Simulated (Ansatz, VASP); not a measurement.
CdSe: VASP beside Ansatz

```xyz
2
Lattice="0.0000 3.0981 3.0981 3.0981 0.0000 3.0981 3.0981 3.0981 0.0000" Properties=species:S:1:pos:R:3 pbc="T T T"
Cd    0.0000    0.0000    0.0000
Se    1.5490    1.5490    1.5490
```

Alike in both runs: functional PBE; k mesh 11 × 11 × 11; occupations fermi-dirac, width 0.1 eV; no spin polarisation.

Ansatz relaxed the structure, and its values are those at the end. VASP's run is a single point on that final structure, the one shown.

```csv
,VASP,Ansatz
version,VASP 6.6.1,Ansatz 0.2.0
potentials or method,"VASP PAW PBE potentials, release 64 (Cd, Se)","PAW with Ansatz's default frozen-core files, scalar-relativistic"
plane-wave cutoff (eV),520,420
valence electrons in the cell,18,36
```

```tsv
	VASP	Ansatz	Ansatz less VASP
pressure (GPa)	0.2	0.0	-0.25
```

VASP's potentials hold 18 valence electrons a cell and Ansatz's 36, so a difference there can come from the potentials and not from the codes.
